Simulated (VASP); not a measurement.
# EuMoN2 (P6/mmm) in VASP: further runs

Runs on EuMoN2. Level: PBE. Tasks: single point, relaxation of cell and atoms.

All numbers are computed with VASP 6.6.1; they aren't measurements. Logs are shortened: lines on timing, memory, paths and dates and some standing lists are left out, and cuts for length are marked.

## 1. The cell of the first run

Symmetry: P6/mmm, No. 191, hexagonal system. Conventional cell: a = 3.340 Å, b = 3.340 Å, c = 8.118 Å, α = 90.00°, β = 90.00°, γ = 120.00°. Eu (site symmetry 6/mmm) has 2 N at 2.21 Å within 2.9 Å. Mo (site symmetry 6/mmm) has 2 N at 1.85 Å within 2.5 Å. Within 2.5 Å of N (site symmetry 6mm) lie 1 Mo at 1.85 Å and 1 Eu at 2.21 Å.

The cell was generated, and may not be a known phase.

## 2. Single point, PBE, collinear spin, ferromagnetic start

INCAR

```
PREC = Accurate ; ENCUT = 520
EDIFF = 1E-6 ; ISMEAR = 0
SIGMA = 0.1 ; LREAL = F
LASPH = T ; NELM = 150
ALGO = Normal ; ISIF = 2
LWAVE = F ; LCHARG = F
ISPIN = 2 ; MAGMOM = 7 1 0 0
LORBIT = 11 ; LMAXMIX = 6
GGA = PE ; NBANDS = 32
```

KPOINTS

```
Automatic mesh
0
Gamma
  6 6 4
```

POSCAR

```
EuMoN2
1.0
    3.3399180971      0.0000000027      0.0000000000
   -1.6699590508      2.8924539173      0.0000000000
    0.0000000000      0.0000000000      8.1180211939
Eu Mo N
1 1 2
Direct
    0.0000000000      0.0000000000      0.5000000000
    0.0000000000      0.0000000000      0.0000000000
    0.0000000000      0.0000000000      0.2276171278
    0.0000000000      0.0000000000      0.7723828722
```

Potentials or basis: VASP PAW PBE potentials, release 64 (Eu, Mo_sv, N).

On the command line:

```bash
> cat potpaw_PBE.64/Eu/POTCAR potpaw_PBE.64/Mo_sv/POTCAR potpaw_PBE.64/N/POTCAR > POTCAR
> mpirun -np 1 vasp_std > vasp.out
```

OUTCAR:

```text
PREC = Accurate
   ENCUT = 520
   EDIFF = 1E-6
   ISMEAR = 0
   LREAL = F
   LASPH = T
   NELM = 150
   ISIF = 2
   ISPIN = 2
   LORBIT = 11
   GGA = PE

 ion  position               nearest neighbor table
   1  0.000  0.000  0.500-   3 2.21   4 2.21
   2  0.000  0.000  0.000-   3 1.85   4 1.85
   3  0.000  0.000  0.228-   2 1.85   1 2.21
   4  0.000  0.000  0.772-   2 1.85   1 2.21

  LATTYP: Found a hexagonal cell.
 ALAT       =     3.3399180971
 C/A-ratio  =     2.4306048705

  Lattice vectors:

 A1 = (   3.3399180971,   0.0000000027,   0.0000000000)
 A2 = (  -1.6699590508,   2.8924539173,   0.0000000000)
 A3 = (   0.0000000000,   0.0000000000,   8.1180211939)

Analysis of symmetry for initial positions (statically):
=====================================================================
 Subroutine PRICEL returns:
 Original cell was already a primitive cell.

 Routine SETGRP: Setting up the symmetry group for a
 hexagonal supercell.

 Subroutine GETGRP returns: Found 24 space group operations
 (whereof 24 operations were pure point group operations)
 out of a pool of 24 trial point group operations.

The static configuration has the point symmetry D_6h.

Analysis of symmetry for dynamics (positions and initial velocities):
=====================================================================
 Subroutine PRICEL returns:
 Original cell was already a primitive cell.

 Routine SETGRP: Setting up the symmetry group for a
 hexagonal supercell.

 Subroutine GETGRP returns: Found 24 space group operations
 (whereof 24 operations were pure point group operations)
 out of a pool of 24 trial point group operations.

The dynamic configuration has the point symmetry D_6h.

Analysis of structural, dynamic, and magnetic symmetry:
=====================================================================
 Subroutine PRICEL returns:
 Original cell was already a primitive cell.

 Routine SETGRP: Setting up the symmetry group for a
 hexagonal supercell.

 Subroutine GETGRP returns: Found 24 space group operations
 (whereof 24 operations were pure point group operations)
 out of a pool of 24 trial point group operations.

The overall configuration has the point symmetry D_6h.

 Subroutine INISYM returns: Found 24 space group operations
 (whereof 24 operations are pure point group operations),
 and found     1 'primitive' translations

----------------------------------------------------------------------------------------

                                     Primitive cell

  volume of cell :      78.4246

  direct lattice vectors                    reciprocal lattice vectors
     3.339918097  0.000000003  0.000000000     0.299408540  0.172863601  0.000000000
    -1.669959051  2.892453917  0.000000000    -0.000000000  0.345727202  0.000000000
     0.000000000  0.000000000  8.118021194     0.000000000  0.000000000  0.123182728

  length of vectors
     3.339918097  3.339918097  8.118021194     0.345727202  0.345727202  0.123182728

  position of ions in fractional coordinates (direct lattice)
     0.000000000  0.000000000  0.500000000
     0.000000000  0.000000000  0.000000000
     0.000000000  0.000000000  0.227617128
     0.000000000  0.000000000  0.772382872

  ion indices of the primitive-cell ions
   primitive index   ion index
                 1           1
                 2           2
                 3           3
                 4           4

----------------------------------------------------------------------------------------

 KPOINTS: Automatic mesh

Automatic generation of k-mesh.
 Grid dimensions read from file:
 generate k-points for:    6    6    4

 Generating k-lattice:

  Cartesian coordinates                     Fractional coordinates (reciprocal lattice)
     0.049901423  0.028810600  0.000000000     0.166666667 -0.000000000  0.000000000
    -0.000000000  0.057621200  0.000000000     0.000000000  0.166666667  0.000000000
     0.000000000  0.000000000  0.030795682     0.000000000  0.000000000  0.250000000

  Length of vectors
     0.057621200  0.057621200  0.030795682

  Shift w.r.t. Gamma in fractional coordinates (k-lattice)
     0.000000000  0.000000000  0.000000000

 Subroutine IBZKPT returns following result:
 ===========================================

 Found     21 irreducible k-points:

 Following reciprocal coordinates:
            Coordinates               Weight
  0.000000  0.000000  0.000000      1.000000
  0.166667  0.000000  0.000000      6.000000
  0.333333  0.000000  0.000000      6.000000
  0.500000 -0.000000  0.000000      3.000000
  0.166667  0.166667  0.000000      6.000000
  0.333333  0.166667  0.000000     12.000000
[... 13 lines left out ...]
  0.333333  0.166667  0.500000     12.000000
  0.333333  0.333333  0.500000      2.000000
   k-points           NKPTS =     21   k-points in BZ     NKDIM =     21   number of bands    NBANDS=     32
   number of dos      NEDOS =    301   number of ions     NIONS =      4
[... 23 lines left out ...]
   ISYM   =      2    0-nonsym 1-usesym 2-fastsym
   POTIM  = 0.5000    time-step for ionic-motion
   TEBEG  =    0.0;   TEEND  =   0.0 temperature during run
   PSTRESS=    0.0 pullay stress
   NELECT =      41.0000    total number of electrons
   NUPDOWN=      -1.0000    fix difference up-down
   EMIN   =  10.00;   EMAX   =-10.00  energy-range for DOS
   EFERMI =   0.00;   METHOD = LEGACY
   ISMEAR =     0;   SIGMA  =   0.10  broadening in eV -4-tet -1-fermi 0-gaus
   EFERMI_NEDOS =   21; number of points for ismear=-14 and -15
   IALGO  =     38    algorithm
   IMIX   =      4    mixing-type and parameters
     AMIX     =   0.40;   BMIX     =  1.00
     AMIX_MAG =   1.60;   BMIX_MAG =  1.00
  volume/ion in A,a.u.               =      19.61       132.31
  Fermi-wavevector in a.u.,A,eV,Ry     =   1.318819  2.492207 23.664401  1.739284
  Thomas-Fermi vector in A             =   2.448762
   LORBIT       =     11    0 simple, 1 ext, 2 COOP (PROOUT), +10 PAW based schemes
   GGA     = PE    functional components
   LHFCALC =     F    Hartree Fock is set to
   AEXX    =    0.0000 exact exchange contribution
   IVDW    =     0    specifies the selected vdW correction
   LEPSILON=     F    determine dielectric tensor
   LRPA    =     F    only Hartree local field effects (RPA)
 spin polarized calculation
 Gauss-broadening in eV      SIGMA  =   0.10
  energy-cutoff  :      520.00
  volume of cell :       78.42
 maximum number of plane-waves:      2142
 NGX is ok and might be reduce to    28
   NGX = 13   NGY = 13   NGZ = 31

 number of electron      41.0000003 magnetization       6.1565265

 Free energy of the ion-electron system (eV)
  ---------------------------------------------------
  ext. energy  EPLUGINS =         0.00000000
  ---------------------------------------------------
  free energy    TOTEN  =       -34.93169244 eV

  energy without entropy =      -34.91605075  energy(sigma->0) =      -34.92387160

 E-fermi :   3.1990     XC(G=0):  -9.9977

 val. band max:        3.1915724537   @ k =   0.3333   0.3333   0.5000
 cond. band min:       3.2240527134   @ k =   0.1667   0.0000   0.2500
 fundamental gap:      0.0324802596
 Fermi energy:         3.1989798928

 spin component 1

 k-point     1 :       0.0000    0.0000    0.0000
  band No.  band energies     occupation
      1     -57.8793      1.00000
      2     -38.2280      1.00000
      3     -32.2433      1.00000
      4     -31.7908      1.00000
      5     -31.7908      1.00000
      6     -17.2236      1.00000
[... 724 lines left out ...]
     31       6.9311      0.00000
     32       7.8179      0.00000
 Fermi energy:         3.1989798928

 spin component 2

 k-point     1 :       0.0000    0.0000    0.0000
  band No.  band energies     occupation
      1     -57.8439      1.00000
      2     -35.1829      1.00000
      3     -32.1695      1.00000
      4     -31.7709      1.00000
      5     -31.7709      1.00000
      6     -15.3880      1.00000
[... 724 lines left out ...]
     31       8.1054      0.00000
     32       8.1054      0.00000

------------------------ aborting loop because EDIFF is reached ----------------------------------------

  FORCE on cell =-STRESS in cart. coord.  units (eV):
  Direction    XX          YY          ZZ          XY          YZ          ZX
  --------------------------------------------------------------------------------------
  -------------------------------------------------------------------------------------
  Total       -0.0244361     -0.0244361      0.1938615     -0.0000000      0.0000000      0.0000000
  in kB       -0.4992181     -0.4992181      3.9604968     -0.0000000      0.0000000      0.0000000
  external PRESSURE =       0.9873536 kB  Pullay stress =       0.0000000 kB

 VOLUME and BASIS-vectors are now :
 -----------------------------------------------------------------------------
  energy-cutoff  :      520.00
  volume of cell :       78.42
      direct lattice vectors                 reciprocal lattice vectors
     3.339918097  0.000000003  0.000000000     0.299408540  0.172863601  0.000000000
    -1.669959051  2.892453917  0.000000000    -0.000000000  0.345727202  0.000000000
     0.000000000  0.000000000  8.118021194     0.000000000  0.000000000  0.123182728

 POSITION                                       TOTAL-FORCE (eV/Angst)
 -----------------------------------------------------------------------------------
      0.00000      0.00000      4.05901        -0.000000     -0.000000      0.000000
      0.00000      0.00000      0.00000        -0.000000     -0.000000      0.000000
      0.00000      0.00000      1.84780         0.000000      0.000000     -0.020706
      0.00000      0.00000      6.27022        -0.000000     -0.000000      0.020706
 -----------------------------------------------------------------------------------
    total drift:                                0.000000     -0.000000      0.000000

  FREE ENERGIE OF THE ION-ELECTRON SYSTEM (eV)
  ---------------------------------------------------
  free  energy   TOTEN  =       -34.9316924374 eV

  energy  without entropy=      -34.9160507534  energy(sigma->0) =      -34.92387160

 total charge

# of ion       s       p       d       f       tot
--------------------------------------------------
    1        2.080   5.712   0.647   6.489  14.929
    2        2.329   6.208   3.827   0.000  12.364
    3        1.322   2.302   0.000   0.000   3.624
    4        1.322   2.302   0.000   0.000   3.624
--------------------------------------------------
tot          7.054  16.524   4.474   6.489  34.541

 magnetization (x)

# of ion       s       p       d       f       tot
--------------------------------------------------
    1        0.038  -0.107   0.314   6.342   6.587
    2       -0.004  -0.039   0.084   0.000   0.041
    3       -0.014  -0.444   0.000   0.000  -0.458
    4       -0.014  -0.444   0.000   0.000  -0.458
--------------------------------------------------
tot          0.007  -1.034   0.398   6.342   5.712
```

Run time: 4 min. Hardware: 1 thread of AMD EPYC 9R45 (Zen 5), shared host; peak memory 0.28 GiB.

Results:

- Free energy: -34.9317 eV
- Pressure: 0.1 GPa
- Largest force: 0.021 eV/Å
- Net moment: 6.16 μB per cell
- Site moments: Eu +6.59; Mo +0.04; N -0.46 μB
- Valence electrons inside the program's atomic spheres: Eu 14.93; Mo 12.36; N 3.62

Forces in eV/Å, atoms in the order of the input:
```
Eu   0.000  0.000  0.000
Mo   0.000  0.000  0.000
N    0.000  0.000 -0.021
N    0.000  0.000  0.021
```

Caveat: the k points lie up to 0.36 Å⁻¹ apart; spin-orbit coupling is left out, which moves the levels of the heavy elements; a cell with one magnetic atom can't hold antiferromagnetic order, which such compounds often take; semilocal functionals describe open f shells poorly, which spoils levels, moments and volumes. With open d or f shells a metallic result of PBE can be an artefact of self-interaction; +U or a hybrid may open a gap.

## 3. Single point, PBE, collinear spin, ferromagnetic start

This run uses another cell than the first one, of 19.91 Å³/atom.

INCAR

```
SYSTEM = EuMoN2
PREC = Accurate ; ENCUT = 520
EDIFF = 1E-7 ; ISMEAR = 0
SIGMA = 0.1 ; LREAL = .FALSE.
LASPH = .TRUE. ; NELM = 150
ALGO = Normal ; ISIF = 2
LWAVE = .FALSE. ; LCHARG = .FALSE.
ISPIN = 2 ; MAGMOM = 7 1 0 0
LORBIT = 11 ; LMAXMIX = 6
GGA = PE ; NBANDS = 32
```

KPOINTS

```
Automatic mesh
0
G
  6 6 4
  0 0 0
```

POSCAR

```
EuMoN2
1.0
    3.6115633900      0.0000000000      0.0000000000
   -1.8057817000      3.1277056400      0.0000000000
    0.0000000000      0.0000000000      7.0511875500
Eu Mo N
1 1 2
Direct
    0.0000000000      0.0000000000      0.5000000000
    0.0000000000      0.0000000000      0.0000000000
    0.0000000000      0.0000000000      0.2435688700
    0.0000000000      0.0000000000      0.7564311300
```

Potentials or basis: VASP PAW PBE potentials, release 64 (Eu, Mo_sv, N).

On the command line:

```bash
> cat potpaw_PBE.64/Eu/POTCAR potpaw_PBE.64/Mo_sv/POTCAR potpaw_PBE.64/N/POTCAR > POTCAR
> mpirun -np 1 vasp_std > vasp.out
```

Run time: 4.6 min. Hardware: 1 thread of AMD EPYC 9R45 (Zen 5), shared host; peak memory 0.27 GiB.

Results (log left out):

* Free energy: -32.4276 eV
* Pressure: 25.2 GPa
* Largest force: 0.014 eV/Å
* Band gap on the k mesh: zero (filled and empty bands overlap)
* Net moment: 7.01 μB per cell
* Site moments: Eu +6.34; Mo +0.24; N -0.03 μB
* Valence electrons inside the program's atomic spheres: Eu 15.59; Mo 12.71; N 3.86

Forces on the atoms (eV/Å):
```
Eu   0.000  0.000  0.000
Mo   0.000  0.000  0.000
N    0.000  0.000 -0.014
N    0.000  0.000  0.014
```

Stress tensor (GPa, compression positive):
```
-3.76  0.00  0.00
 0.00 -3.76  0.00
 0.00  0.00 82.99
```

Levels at points of the mesh, in eV from the Fermi level:
Spin up:
| k point | band 21 | band 22 | band 23 | band 24 | band 25 | band 26 | band 27 | band 28 |
| --- | --- | --- | --- | --- | --- | --- | --- | --- |
| (0.00, 0.00, 0.00) | -0.74 | -0.43 | -0.39 | -0.39 | 0.05 | 0.05 | 1.89 | 1.89 |
| (0.50, 0.00, 0.00) | -0.63 | -0.50 | -0.48 | -0.09 | 0.54 | 1.04 | 1.62 | 3.18 |
| (0.00, 0.00, 0.50) | -0.87 | -0.87 | -0.74 | -0.43 | -0.38 | -0.38 | 1.04 | 2.57 |
| (0.50, 0.00, 0.50) | -0.79 | -0.61 | -0.52 | -0.50 | 0.55 | 1.04 | 2.45 | 2.75 |
Spin down:
```csv
k point,band 14,band 15,band 16,band 17,band 18,band 19,band 20,band 21
"(0.00, 0.00, 0.00)",-2.93,-1.98,-1.98,-0.87,-0.20,-0.20,0.58,2.27
"(0.50, 0.00, 0.00)",-3.42,-2.24,-1.54,0.62,0.87,1.01,1.25,2.03
"(0.00, 0.00, 0.50)",-2.87,-2.86,-2.86,-1.00,-0.71,-0.19,-0.19,2.52
"(0.50, 0.00, 0.50)",-3.18,-2.34,-2.07,-1.16,0.63,1.25,2.15,2.44
```

Caveat: the stress differs along the axes, from -4 to 83 GPa; spin-orbit coupling is left out, which moves the levels of the heavy elements; a cell with one magnetic atom can't hold antiferromagnetic order, which such compounds often take; semilocal functionals describe open f shells poorly, which spoils levels, moments and volumes. The state reached can hang on the start; a lower one may exist.

## 4. Relaxation of cell and atoms, PBE, collinear spin, ferromagnetic start

This run uses another cell than the first one, of 19.91 Å³/atom.

INCAR

```
  ALGO = Normal
  EDIFF = 1E-7
  EDIFFG = -0.04
  ENCUT = 600
  GGA = PE
  IBRION = 2
  ISIF = 3
  ISMEAR = 0
  ISPIN = 2
  LASPH = True
  LCHARG = False
  LMAXMIX = 6
  LORBIT = 11
  LREAL = False
  LWAVE = False
  MAGMOM = 7 1 0 0
  NELM = 150
  NSW = 90
  PREC = Accurate
  SIGMA = 0.1
```

KPOINTS

```
k-points
0
Gamma
  6 6 4
```

POSCAR is that of step 3.

On the command line:

```bash
> cat potpaw_PBE.64/Eu/POTCAR potpaw_PBE.64/Mo_sv/POTCAR potpaw_PBE.64/N/POTCAR > POTCAR
> mpirun -np 1 vasp_std > vasp.out
```

Wall time 67 min (1 thread of AMD EPYC 9R45 (Zen 5), shared host); peak memory 0.33 GiB.

Results (log left out):

| Item | Value |
| --- | --- |
| Free energy | -34.9362 eV |
| Relaxed volume | 19.47 Å³/atom |
| Relaxed cell | a = 3.323 Å, b = 3.323 Å, c = 8.141 Å, α = 90.00°, β = 90.00°, γ = 120.00° |
| Space group after relaxing (to 0.1 Å) | P6/mmm (No. 191) |
| Pressure after relaxing | 0.0 GPa |
| Largest force after relaxing | 0.021 eV/Å |
| Net moment | 6.15 μB per cell |
| Site moments | Eu +6.60; Mo +0.05; N -0.47 μB |
| Valence electrons inside the program's atomic spheres | Eu 14.93; Mo 12.37; N 3.61 |

Forces on the atoms (eV/Å):
```
Eu   0.000  0.000  0.000
Mo   0.000  0.000  0.000
N    0.000  0.000 -0.021
N    0.000  0.000  0.021
```

Stress tensor (GPa, compression positive):
```
 0.17  0.00  0.00
 0.00  0.17  0.00
 0.00  0.00 -0.26
```

Final structure:
```
CELL_PARAMETERS angstrom
3.32349 0.00000 0.00000
-1.66175 2.87823 0.00000
0.00000 0.00000 8.14083
ATOMIC_POSITIONS crystal
Eu 0.00000 0.00000 0.50000
Mo 0.00000 0.00000 0.00000
N 0.00000 0.00000 0.22722
N 0.00000 0.00000 0.77278
```

Levels at points of the mesh, in eV from the Fermi level:
Spin up:
| k point | band 20 | band 21 | band 22 | band 23 | band 24 | band 25 | band 26 | band 27 |
| --- | --- | --- | --- | --- | --- | --- | --- | --- |
| (0.00, 0.00, 0.00) | -0.76 | -0.76 | -0.50 | -0.15 | -0.15 | 0.62 | 0.83 | 0.83 |
| (0.50, 0.00, 0.00) | -0.81 | -0.78 | -0.63 | -0.59 | 0.35 | 0.41 | 1.23 | 1.93 |
| (0.00, 0.00, 0.50) | -0.61 | -0.61 | -0.60 | -0.50 | -0.15 | -0.15 | 0.27 | 0.27 |
| (0.50, 0.00, 0.50) | -0.84 | -0.64 | -0.63 | -0.63 | -0.31 | -0.27 | 1.93 | 1.99 |
Spin down:
| k point | band 16 | band 17 | band 18 | band 19 | band 20 | band 21 |
| --- | --- | --- | --- | --- | --- | --- |
| (0.00, 0.00, 0.00) | -0.44 | -0.36 | -0.36 | -0.16 | -0.16 | 3.25 |
| (0.50, 0.00, 0.00) | -0.80 | -0.17 | 0.44 | 0.92 | 1.92 | 2.87 |
| (0.00, 0.00, 0.50) | -0.79 | -0.55 | -0.55 | -0.16 | -0.16 | 3.30 |
| (0.50, 0.00, 0.50) | -1.76 | -1.04 | 0.43 | 1.92 | 2.07 | 2.68 |

Caveat: a cell axis changed by over 15 % at a fixed basis, so the end point is rough; spin-orbit coupling is left out, which moves the levels of the heavy elements; a cell with one magnetic atom can't hold antiferromagnetic order, which such compounds often take; semilocal functionals describe open f shells poorly, which spoils levels, moments and volumes. The state reached can hang on the start; a lower one may exist.

## 5. The runs side by side

| task | cell | cutoff (eV) | gap on the mesh (eV) | pressure (GPa) | moment (μB) | largest force (eV/Å) |
| --- | --- | --- | --- | --- | --- | --- |
| single point | a = 3.340, b = 3.340, c = 8.118 Å, angles 90.0, 90.0, 120.0°, 4 atoms, atomic positions A | 520 | none | 0.1 | 6.16 | 0.02 |
| single point | a = 3.612, b = 3.612, c = 7.051 Å, angles 90.0, 90.0, 120.0°, 4 atoms, atomic positions B | 520 | none | 25.2 | 7.01 | 0.01 |
| relaxation of cell and atoms | relaxed from a = 3.612, b = 3.612, c = 7.051 Å, angles 90.0, 90.0, 120.0°, 4 atoms, atomic positions B | 600 | none | 0.0 | 6.15 | 0.02 |

Alike in all rows: level PBE; potentials or basis VASP PAW PBE potentials, release 64 (Eu, Mo_sv, N); spin collinear, ferromagnetic start; k mesh 6 × 6 × 4; smearing gaussian 0.1 eV.

Caveats: some runs use coarse meshes; spin-orbit coupling is left out, which moves the levels of the heavy elements; a cell with one magnetic atom can't hold antiferromagnetic order, which such compounds often take; semilocal functionals describe open f shells poorly, which spoils levels, moments and volumes; the stress differs along the axes, from -4 to 83 GPa (at least some runs); a cell axis changed by over 15 % at a fixed basis, so the end point is rough (at least some runs).

Absolute energies hang on the potentials; compare differences alone.

The gap in the log of VASP goes by the Fermi energy; the results here count the filled bands.